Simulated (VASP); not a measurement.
# NaI (P1) in VASP: a series of runs

NaI is run at these levels: PBEsol; tasks: single point.

All numbers are computed with VASP 6.6.1; they aren't measurements. Logs are shortened: lines on timing, memory, paths and dates and some standing lists are left out, and cuts for length are marked.

## (1) The cell of the first run

The typed cell holds 2 atoms: a = 4.577 Å, b = 4.577 Å, c = 4.577 Å, α = 60.00°, β = 60.00°, γ = 60.00°.

## (2) Single point, PBEsol

INCAR

```
  PREC = Accurate
  ENCUT = 520
  EDIFF = 1E-6
  ISMEAR = 0
  SIGMA = 0.01
  LREAL = F
  LASPH = T
  NELM = 100
  ALGO = Normal
  ISIF = 2
  LWAVE = F
  LCHARG = F
  GGA = PS
  NBANDS = 14
```

KPOINTS

```
regular mesh
0
Gamma
  4 4 4
```

POSCAR

```
NaI
1.0
    0.0000000000      3.2364000000      3.2364000000
    3.2364000000      0.0000000000      3.2364000000
    3.2364000000      3.2364000000      0.0000000000
Na I
1 1
Direct
    0.0004700000      0.0061700000      0.0024600000
    0.5179100000      0.5248900000      0.4300800000
```

Potentials or basis: VASP PAW PBE potentials, release 64 (Na_pv, I).

Launch:

```console
> cat potpaw_PBE.64/Na_pv/POTCAR potpaw_PBE.64/I/POTCAR > POTCAR
> mpirun -np 1 vasp_std > vasp.out
```

OUTCAR:

```text
PREC = Accurate
   ENCUT = 520
   EDIFF = 1E-6
   ISMEAR = 0
   LREAL = F
   LASPH = T
   NELM = 100
   ISIF = 2
   GGA = PS

 ion  position               nearest neighbor table
   1  0.000  0.006  0.002-   2 3.07   2 3.07   2 3.13
   2  0.518  0.525  0.430-   1 3.07   1 3.07   1 3.13

  LATTYP: Found a face centered cubic cell.
 ALAT       =     6.4728000000

  Lattice vectors:

 A1 = (   0.0000000000,   3.2364000000,   3.2364000000)
 A2 = (   3.2364000000,   0.0000000000,   3.2364000000)
 A3 = (   3.2364000000,   3.2364000000,   0.0000000000)

Analysis of symmetry for initial positions (statically):
=====================================================================
 Subroutine PRICEL returns:
 Original cell was already a primitive cell.

 Routine SETGRP: Setting up the symmetry group for a
 face centered cubic supercell.

 Subroutine GETGRP returns: Found  1 space group operations
 (whereof  1 operations were pure point group operations)
 out of a pool of 48 trial point group operations.

The static configuration has the point symmetry C_1 .

Analysis of symmetry for dynamics (positions and initial velocities):
=====================================================================
 Subroutine PRICEL returns:
 Original cell was already a primitive cell.

 Routine SETGRP: Setting up the symmetry group for a
 face centered cubic supercell.

 Subroutine GETGRP returns: Found  1 space group operations
 (whereof  1 operations were pure point group operations)
 out of a pool of 48 trial point group operations.

The dynamic configuration has the point symmetry C_1 .

 Subroutine INISYM returns: Found  1 space group operations
 (whereof  1 operations are pure point group operations),
 and found     1 'primitive' translations

----------------------------------------------------------------------------------------

                                     Primitive cell

  volume of cell :      67.7980

  direct lattice vectors                    reciprocal lattice vectors
     0.000000000  3.236400000  3.236400000    -0.154492646  0.154492646  0.154492646
     3.236400000  0.000000000  3.236400000     0.154492646 -0.154492646  0.154492646
     3.236400000  3.236400000  0.000000000     0.154492646  0.154492646 -0.154492646

  length of vectors
     4.576960773  4.576960773  4.576960773     0.267589113  0.267589113  0.267589113

  position of ions in fractional coordinates (direct lattice)
     0.000470000  0.006170000  0.002460000
     0.517910000  0.524890000  0.430080000

  ion indices of the primitive-cell ions
   primitive index   ion index
                 1           1
                 2           2

----------------------------------------------------------------------------------------

 KPOINTS: regular mesh

Automatic generation of k-mesh.
 Grid dimensions read from file:
 generate k-points for:    4    4    4

 Generating k-lattice:

  Cartesian coordinates                     Fractional coordinates (reciprocal lattice)
    -0.038623162  0.038623162  0.038623162     0.250000000  0.000000000  0.000000000
     0.038623162 -0.038623162  0.038623162     0.000000000  0.250000000  0.000000000
     0.038623162  0.038623162 -0.038623162     0.000000000  0.000000000  0.250000000

  Length of vectors
     0.066897278  0.066897278  0.066897278

  Shift w.r.t. Gamma in fractional coordinates (k-lattice)
     0.000000000  0.000000000  0.000000000

 Subroutine IBZKPT returns following result:
 ===========================================

 Found     36 irreducible k-points:

 Following reciprocal coordinates:
            Coordinates               Weight
  0.000000  0.000000  0.000000      1.000000
  0.250000  0.000000  0.000000      2.000000
  0.000000  0.250000  0.000000      2.000000
  0.000000  0.000000  0.250000      2.000000
  0.250000  0.250000  0.250000      2.000000
  0.500000  0.000000  0.000000      1.000000
[... 16 lines left out ...]
  0.250000  0.500000  0.500000      2.000000
  0.500000  0.000000  0.250000      2.000000
 [... further k-points ...]
   k-points           NKPTS =     36   k-points in BZ     NKDIM =     36   number of bands    NBANDS=     14
   number of dos      NEDOS =    301   number of ions     NIONS =      2
   total plane-waves  NPLWV =  46656
   dimension x,y,z NGX =    36 NGY =   36 NGZ =   36
   dimension x,y,z NGXF=    72 NGYF=   72 NGZF=   72
   ions per type =               1   1
   NGX,Y,Z   is equivalent  to a cutoff of  13.08, 13.08, 13.08 a.u.
   NGXF,Y,Z  is equivalent  to a cutoff of  26.15, 26.15, 26.15 a.u.
 SYSTEM =  unknown system
   PREC   = accura    normal or accurate (medium, high low for compatibility)
   ISTART =      0    job   : 0-new  1-cont  2-samecut
   ICHARG =      2    charge: 1-file 2-atom 10-const
   ISPIN  =      1    spin polarized calculation?
   LNONCOLLINEAR =      F non collinear calculations
   LSORBIT =      F    spin-orbit coupling
   LASPH  =      T    aspherical Exc in radial PAW
   ENCUT  =  520.0 eV  38.22 Ry    6.18 a.u.   8.51  8.51  8.51*2*pi/ulx,y,z
   NELM   =    100;   NELMIN=  2; NELMDL= -5     # of ELM steps
   EDIFF  = 0.1E-05   stopping-criterion for ELM
   LREAL  =      F    real-space projection
   EDIFFG = 0.1E-04   stopping-criterion for IOM
   NSW    =      0    number of steps for IOM
   IBRION =     -1    ionic relax: 0-MD 1-quasi-New 2-CG
   NFREE  =      0    steps in history (QN), initial steepest desc. (CG)
   ISIF   =      2    stress and relaxation
   ISYM   =      2    0-nonsym 1-usesym 2-fastsym
   POTIM  = 0.5000    time-step for ionic-motion
   TEBEG  =    0.0;   TEEND  =   0.0 temperature during run
   PSTRESS=    0.0 pullay stress
   NELECT =      14.0000    total number of electrons
   NUPDOWN=      -1.0000    fix difference up-down
   EMIN   =  10.00;   EMAX   =-10.00  energy-range for DOS
   EFERMI =   0.00;   METHOD = LEGACY
   ISMEAR =     0;   SIGMA  =   0.01  broadening in eV -4-tet -1-fermi 0-gaus
   EFERMI_NEDOS =   21; number of points for ismear=-14 and -15
   IALGO  =     38    algorithm
   IMIX   =      4    mixing-type and parameters
     AMIX     =   0.40;   BMIX     =  1.00
     AMIX_MAG =   1.60;   BMIX_MAG =  1.00
  volume/ion in A,a.u.               =      33.90       228.76
  Fermi-wavevector in a.u.,A,eV,Ry     =   0.967636  1.828567 12.739397  0.936319
  Thomas-Fermi vector in A             =   2.097538
   LORBIT       =      0    0 simple, 1 ext, 2 COOP (PROOUT), +10 PAW based schemes
   GGA     = PS    functional components
   LHFCALC =     F    Hartree Fock is set to
   AEXX    =    0.0000 exact exchange contribution
   IVDW    =     0    specifies the selected vdW correction
   LEPSILON=     F    determine dielectric tensor
   LRPA    =     F    only Hartree local field effects (RPA)
 non-spin polarized calculation
 Gauss-broadening in eV      SIGMA  =   0.01
  energy-cutoff  :      520.00
  volume of cell :       67.80
 maximum number of plane-waves:      1850
 NGX is ok and might be reduce to    36
   NGX = 17   NGY = 17   NGZ = 17

 number of electron      14.0000001 magnetization

 Free energy of the ion-electron system (eV)
  ---------------------------------------------------
  ext. energy  EPLUGINS =         0.00000000
  ---------------------------------------------------
  free energy    TOTEN  =        -5.62840288 eV

  energy without entropy =       -5.62840288  energy(sigma->0) =       -5.62840288

 E-fermi :   0.7820     XC(G=0):  -7.8326

 val. band max:        0.7266879746   @ k =   0.0000   0.0000   0.0000
 cond. band min:       4.2352809497   @ k =   0.0000   0.0000   0.0000
 fundamental gap:      3.5085929751
 Fermi energy:         0.7820341098

 k-point     1 :       0.0000    0.0000    0.0000
  band No.  band energies     occupation
      1     -21.5165      2.00000
      2     -21.5140      2.00000
      3     -21.5137      2.00000
      4     -10.3413      2.00000
      5       0.6944      2.00000
      6       0.7041      2.00000
      7       0.7267      2.00000
      8       4.2353      0.00000
      9       8.5582      0.00000
     10       8.5603      0.00000
     11       8.5990      0.00000
     12      10.4764      0.00000
     13      10.4920      0.00000
     14      10.9200      0.00000

 k-point     2 :       0.2500    0.0000    0.0000
  band No.  band energies     occupation
      1     -21.5174      2.00000
      2     -21.5161      2.00000
      3     -21.5140      2.00000
      4     -10.1895      2.00000
      5      -0.6078      2.00000
      6       0.5550      2.00000
      7       0.5777      2.00000
      8       5.5205      0.00000
      9       8.0861      0.00000
     10       8.6311      0.00000
     11       8.6666      0.00000
     12      10.1910      0.00000
     13      10.2503      0.00000
     14      11.0217      0.00000

 k-point     3 :       0.0000    0.2500    0.0000
  band No.  band energies     occupation
      1     -21.5175      2.00000
      2     -21.5161      2.00000
      3     -21.5140      2.00000
      4     -10.1895      2.00000
      5      -0.6076      2.00000
      6       0.5545      2.00000
      7       0.5779      2.00000
      8       5.5207      0.00000
      9       8.0863      0.00000
     10       8.6310      0.00000
     11       8.6659      0.00000
     12      10.1914      0.00000
     13      10.2498      0.00000
     14      11.0224      0.00000
[... 324 lines left out ...]
 k-point    23 :       0.2500    0.5000    0.5000
  band No.  band energies     occupation
      1     -21.5196      2.00000
      2     -21.5163      2.00000
      3     -21.5156      2.00000
      4      -9.9876      2.00000
      5      -1.1274      2.00000
      6      -0.2346      2.00000
      7       0.1861      2.00000
      8       6.1183      0.00000
      9       7.3265      0.00000
     10       8.4480      0.00000
     11       9.4031      0.00000
     12      11.3218      0.00000
     13      13.0189      0.00000
     14      13.4569      0.00000

 k-point    24 :       0.5000    0.0000    0.2500
  band No.  band energies     occupation
      1     -21.5186      2.00000
      2     -21.5181      2.00000
      3     -21.5149      2.00000
      4      -9.9873      2.00000
      5      -1.1364      2.00000
      6      -0.2101      2.00000
      7       0.1709      2.00000
      8       6.1274      0.00000
      9       7.3122      0.00000
     10       8.4537      0.00000
     11       9.3756      0.00000
     12      11.4190      0.00000
     13      13.0147      0.00000
     14      13.4220      0.00000

 [... further k-points ...]

------------------------ aborting loop because EDIFF is reached ----------------------------------------

  FORCE on cell =-STRESS in cart. coord.  units (eV):
  Direction    XX          YY          ZZ          XY          YZ          ZX
  --------------------------------------------------------------------------------------
  -------------------------------------------------------------------------------------
  Total        0.0223290      0.0338699     -0.1040309     -0.0480747      0.0307882      0.0300497
  in kB        0.5276707      0.8004009     -2.4584212     -1.1360847      0.7275762      0.7101248
  external PRESSURE =      -0.3767832 kB  Pullay stress =       0.0000000 kB

 VOLUME and BASIS-vectors are now :
 -----------------------------------------------------------------------------
  energy-cutoff  :      520.00
  volume of cell :       67.80
      direct lattice vectors                 reciprocal lattice vectors
     0.000000000  3.236400000  3.236400000    -0.154492646  0.154492646  0.154492646
     3.236400000  0.000000000  3.236400000     0.154492646 -0.154492646  0.154492646
     3.236400000  3.236400000  0.000000000     0.154492646  0.154492646 -0.154492646

 POSITION                                       TOTAL-FORCE (eV/Angst)
 -----------------------------------------------------------------------------------
      0.02793      0.00948      0.02149        -0.151691     -0.156534      0.092576
      3.09066      3.06807      3.37492         0.151691      0.156534     -0.092576
 -----------------------------------------------------------------------------------
    total drift:                                0.000144      0.000270     -0.000299

  FREE ENERGIE OF THE ION-ELECTRON SYSTEM (eV)
  ---------------------------------------------------
  free  energy   TOTEN  =        -5.6284028779 eV

  energy  without entropy=       -5.6284028779  energy(sigma->0) =       -5.62840288
```

Run time: 11 s. Hardware: 1 thread of Intel Xeon 6975P-C (Granite Rapids), shared host; peak memory 0.21 GiB.

Results:

```
Free energy            : -5.6284 eV
Pressure               : 0.0 GPa
Largest force          : 0.237 eV/Å
Band gap on the k mesh : 3.51 eV, direct
```

Forces on the atoms (eV/Å):
```
Na  -0.152 -0.157  0.093
I    0.152  0.157 -0.093
```

Caveat: the k points lie up to 0.42 Å⁻¹ apart; the PAW data sets were made with another functional, which shifts forces and pressure a little; spin-orbit coupling is left out, which moves the levels of the heavy elements.

## (3) Single point, PBEsol

INCAR

```
ALGO = Normal ; EDIFF = 1E-7
ENCUT = 520 ; GGA = PS
ISIF = 2 ; ISMEAR = 0
LASPH = T ; LCHARG = F
LREAL = F ; LWAVE = F
NBANDS = 14 ; NELM = 100
PREC = Accurate ; SIGMA = 0.01
```

KPOINTS

```
k-points
0
Gamma
  4 4 4
```

POSCAR: that of step 2 with these lines changed.

```diff
@@ -8,3 +8,3 @@
 Direct
-    0.0004700000      0.0061700000      0.0024600000
+    0.0010879706      0.0055520294      0.0030779706
     0.5179100000      0.5248900000      0.4300800000
```

Potentials or basis: VASP PAW PBE potentials, release 64 (Na_pv, I).

Launch:

```console
> cat potpaw_PBE.64/Na_pv/POTCAR potpaw_PBE.64/I/POTCAR > POTCAR
> mpirun -np 1 vasp_std > vasp.out
```

Run time: 13 s. Hardware: 1 thread of Intel Xeon 6975P-C (Granite Rapids), shared host; peak memory 0.21 GiB.

It converged, with:

- Free energy: -5.6278 eV
- Pressure: 0.0 GPa
- Largest force: 0.240 eV/Å
- Band gap on the k mesh: 3.51 eV, direct

Forces on the atoms (eV/Å):
```
Na  -0.151 -0.161  0.092
I    0.151  0.161 -0.092
```

Stress tensor (GPa, compression positive):
```
 0.05 -0.12  0.07
-0.12  0.10  0.07
 0.07  0.07 -0.25
```

Levels at points of the mesh, in eV from the valence-band top:
```
           k point  band 4  band 5  band 6  band 7  band 8  band 9  band 10  band 11
(0.00, 0.00, 0.00)  -11.07   -0.03   -0.02    0.00    3.51    7.83     7.83     7.87
(0.50, 0.00, 0.00)  -10.75   -2.23   -0.31   -0.28    4.94    7.39     7.39     8.68
(0.00, 0.50, 0.00)  -10.75   -2.23   -0.31   -0.28    4.94    7.39     7.39     8.68
(0.00, 0.00, 0.50)  -10.75   -2.21   -0.31   -0.30    4.96    7.37     7.37     8.64
(0.50, 0.50, 0.50)  -10.75   -2.22   -0.31   -0.28    4.94    7.38     7.39     8.67
(0.50, 0.50, 0.00)  -10.67   -1.95   -0.78   -0.76    4.45    5.41     9.71    11.15
(0.00, 0.50, 0.50)  -10.67   -1.95   -0.78   -0.76    4.45    5.41     9.70    11.17
(0.50, 0.00, 0.50)  -10.67   -1.95   -0.78   -0.76    4.45    5.42     9.70    11.17
```

Caveat: the k points lie up to 0.42 Å⁻¹ apart; the PAW data sets were made with another functional, which shifts forces and pressure a little; spin-orbit coupling is left out, which moves the levels of the heavy elements.
